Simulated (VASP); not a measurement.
Runs of VASP 6.6.1 on Cd. The structure is that of space group P6_3/mmc (No. 194), or close to it. The cells are those of the table. 

```tsv
task	potentials or basis	cell	cutoff (eV)	gap on the mesh (eV)	pressure (GPa)
relaxation of shape and atoms at fixed volume	VASP PAW PBE potentials, release 64 (Cd)	relaxed from a = 2.911, b = 2.911, c = 4.630 Å, angles 90.0, 90.0, 120.0°, 2 atoms	600	none	28.7
single point	VASP PAW PBE potentials, release 64 (Cd_sv_GW)	a = 2.440, b = 2.440, c = 3.954 Å, angles 90.0, 90.0, 120.0°, 2 atoms	630	none	(a)
relaxation of shape and atoms at fixed volume	VASP PAW PBE potentials, release 64 (Cd)	relaxed from a = 3.035, b = 3.035, c = 4.827 Å, angles 90.0, 90.0, 120.0°, 2 atoms	600	none	11.2
single point	VASP PAW PBE potentials, release 64 (Cd_sv_GW)	a = 2.352, b = 2.352, c = 3.783 Å, angles 90.0, 90.0, 120.0°, 2 atoms	630	none	515.7
relaxation of shape and atoms at fixed volume	VASP PAW PBE potentials, release 64 (Cd)	relaxed from a = 2.775, b = 2.775, c = 4.414 Å, angles 90.0, 90.0, 120.0°, 2 atoms	600	none	65.3
```

Alike in all rows: level PBE; no spin polarisation; k mesh 15 × 15 × 8; smearing fermi-dirac 0.08 eV.

Problem. Estimate the missing entries.

Solution. (a) 327.7.

Caveats: the cell stands under pressure (at least some runs).

A k mesh can miss the band edges, and the runs leave out spin-orbit coupling on Cd.

A gap of «none» marks levels without a gap at the run's occupations.

The runs don't all hold the same shells in valence.
